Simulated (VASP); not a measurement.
Input of a VASP 6.6.1 run:

The input INCAR:

```
ALGO     = Normal         # electronic algorithm
DIPOL    = 0.5 0.5 0.501
EDIFF    = 1E-7           # SCF threshold, eV
ENCUT    = 520            # plane-wave cutoff, eV
GGA      = PE             # functional
IDIPOL   = 3            
ISIF     = 2              # what is computed and relaxed
ISMEAR   = -1             # smearing method
IVDW     = 13             # dispersion correction
LASPH    = T              # aspherical terms in the spheres
LCHARG   = F              # write CHGCAR
LDIPOL   = T            
LREAL    = F              # projectors in reciprocal space
LWAVE    = F              # write WAVECAR
NBANDS   = 26             # bands
NELM     = 80             # most SCF steps
PREC     = Accurate       # precision mode
SIGMA    = 0.05           # smearing width, eV
```

File KPOINTS:

```
k-points
0
Gamma
  9 9 1
```

POSCAR

```
BeSe
1.0
    3.5850313806      0.0000000000      0.0000000000
   -1.7925156903      3.1047282490      0.0000000000
    0.0000000000      0.0000000000     24.5132890606
Se Be
4 4
Direct
    0.0000000000      0.0000000000      0.3059564949
    0.3333333333      0.6666666667      0.4253678827
    0.6666666667      0.3333333333      0.5501006149
    0.0000000000      0.0000000000      0.6751262457
    0.3333333333      0.6666666667      0.3358093419
    0.6666666667      0.3333333333      0.4552207296
    0.0000000000      0.0000000000      0.5763516241
    0.3333333333      0.6666666667      0.6870653707
```

Potentials or basis: VASP PAW PBE potentials, release 64 (Se, Be).

Launch:

```bash
$ cat potpaw_PBE.64/Se/POTCAR potpaw_PBE.64/Be/POTCAR > POTCAR
$ mpirun -np 1 vasp_std > vasp.out
```

Estimate the band gap on the k mesh.

zero (band 16 reaches 0.46 eV, above the bottom of band 17 at -0.06 eV).

Estimate the dispersion energy per atom.

-0.239 eV.

What does it give for the largest force?

1.110 eV/Å.

Forces on the atoms (eV/Å):
```
Se   0.000  0.000 -0.290
Se   0.000  0.000  1.110
Se   0.000  0.000 -0.002
Se   0.000  0.000  0.018
Be   0.000  0.000 -0.470
Be   0.000  0.000 -0.381
Be   0.000  0.000  0.011
Be   0.000  0.000  0.002
```
